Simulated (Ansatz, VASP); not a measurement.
Ge8Mo3W: VASP beside Ansatz

The input INCAR:

```
PREC     = Accurate       # precision mode
ENCUT    = 520            # plane-wave cutoff, eV
EDIFF    = 1E-6           # SCF threshold, eV
ISMEAR   = 0              # smearing method
SIGMA    = 0.1            # smearing width, eV
LREAL    = F              # projectors in reciprocal space
LASPH    = T              # aspherical terms in the spheres
NELM     = 80             # most SCF steps
ALGO     = Normal         # electronic algorithm
ISIF     = 2              # what is computed and relaxed
LWAVE    = F              # write WAVECAR
LCHARG   = T              # write CHGCAR
GGA      = PE             # functional
LELF     = T              # ELF
LVHAR    = T            
NBANDS   = 96             # bands
```

KPOINTS

```
Automatic mesh
0
Gamma
  4 4 2
```

Contents of POSCAR:

```
Ge8Mo3W
1.0
    2.5282531600     -4.4112071300      0.0000000000
    2.5282531600      4.4112071300      0.0000000000
    0.0000000000      0.0000000000     10.1130126500
Ge Mo W
8 3 1
Direct
    0.6667000100      0.3332999900      0.7500000000
    0.1667000100      0.8332999900      0.5000000000
    0.6667000100      0.3332999900      0.2500000000
    0.1667000100      0.8332999900      0.0000000000
    0.3332999900      0.6667000100      0.7500000000
    0.8332999900      0.1667000100      0.5000000000
    0.3332999900      0.6667000100      0.2500000000
    0.8332999900      0.1667000100      0.0000000000
    0.0000000000      0.0000000000      0.7500000000
    0.0000000000      0.0000000000      0.2500000000
    0.5000000000      0.5000000000      0.0000000000
    0.5000000000      0.5000000000      0.5000000000
```

Input for Ansatz:

```yaml
crystal:
  lattice:
    - [2.52825316, -4.41120713, 0.0]
    - [2.52825316, 4.41120713, 0.0]
    - [0.0, 0.0, 10.11301265]
  atoms:
    - { symbol: Ge, position: [0.66670001, 0.33329999, 0.75] }
    - { symbol: Ge, position: [0.16670001, 0.83329999, 0.5] }
    - { symbol: Ge, position: [0.66670001, 0.33329999, 0.25] }
    - { symbol: Ge, position: [0.16670001, 0.83329999, 0.0] }
    - { symbol: Ge, position: [0.33329999, 0.66670001, 0.75] }
    - { symbol: Ge, position: [0.83329999, 0.16670001, 0.5] }
    - { symbol: Ge, position: [0.33329999, 0.66670001, 0.25] }
    - { symbol: Ge, position: [0.83329999, 0.16670001, 0.0] }
    - { symbol: Mo, position: [0.0, 0.0, 0.75] }
    - { symbol: Mo, position: [0.0, 0.0, 0.25] }
    - { symbol: Mo, position: [0.5, 0.5, 0.0] }
    - { symbol: W, position: [0.5, 0.5, 0.5] }
basis:
  ecutwfc: 420
kpoints:
  mp_grid: { grid: [4, 4, 2] }
hamiltonian:
  xc: pbe
scf:
  occupations: { method: gaussian, width: 0.1 }
  lower_state_search: "off"
output:
  forces: true
  stress: true
  eigenvalues: true
```

Alike in both runs: task single point; functional PBE; k mesh 4 × 4 × 2; occupations gaussian, width 0.1 eV; no spin polarisation.

|  | VASP | Ansatz |
| --- | --- | --- |
| version | VASP 6.6.1 | Ansatz 0.2.0 |
| potentials or method | VASP PAW PBE potentials, release 64 (Ge_d, Mo_sv, W_sv), cutoff 520 eV | scalar-relativistic, plane waves, PAW |
| valence electrons in the cell | 168 | 168 |

```csv
,VASP,Ansatz,Ansatz less VASP
gap on the k mesh at the Fermi level (eV),none,none,-
pressure (GPa),-20.7,-20.8,-0.10
"traceless stress, the component that is largest in VASP (GPa)",-1.42,-1.43,-0.005
rms of the force components (eV/Å),0.363,0.364,+0.0005
```

Atom by atom the forces differ by 0.001 eV/Å (rms over components). A gap of «none» marks a metal or a gap that the smearing closes. With one functional, cell and mesh, what is left measures potentials, basis and numerics.

Spin-orbit coupling is off throughout.
